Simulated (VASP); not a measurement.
Input of a VASP 6.6.1 run:

Contents of INCAR:

```
SYSTEM = RbBr
PREC = Accurate
ENCUT = 600
EDIFF = 1E-6
ISMEAR = 0
SIGMA = 0.1
LREAL = .False.
LASPH = .True.
NELM = 60
ALGO = Normal
ISIF = 3
LWAVE = .False.
LCHARG = .False.
GGA = PE
IBRION = 2
NSW = 90
EDIFFG = -0.04
```

File KPOINTS:

```
Automatic mesh
0
Gamma
  4 4 4
  0 0 0
```

The input POSCAR:

```
RbBr
1.0
    4.9206663500      0.0000000000      0.0000000000
    0.0000000000      4.8567156800      0.0000000000
   -0.4625391400      0.0000000000      6.7298814900
Rb Br
2 2
Direct
    0.3159103200      0.2500000000      0.2526559500
    0.6840896800      0.7500000000      0.7473440500
    0.2521780100      0.2500000000      0.7674582200
    0.7478219900      0.7500000000      0.2325417800
```

Potentials or basis: VASP PAW PBE potentials, release 64 (Rb_sv, Br).

The run is started by

```console
$ cat potpaw_PBE.64/Rb_sv/POTCAR potpaw_PBE.64/Br/POTCAR > POTCAR
$ mpirun -np 1 vasp_std > vasp.out
```

Question: What does it give for the band gap on the k mesh?

Answer: 4.19 eV.

Question: What does it give for the relaxed volume?

Answer: 43.04 Å³/atom.

Question: What does it give for the space group after relaxing (to 0.1 Å)?

Answer: P2_1/m (No. 11).

Question: Estimate the relaxed cell.

Answer: a = 4.968 Å, b = 4.942 Å, c = 7.012 Å, α = 90.00°, β = 90.63°, γ = 90.00°.

Forces in eV/Å, atoms in the order of the input:
```
Rb  -0.021  0.000  0.022
Rb   0.021  0.000 -0.022
Br  -0.004  0.000  0.000
Br   0.004  0.000  0.000
```

A k mesh can miss the band edges.
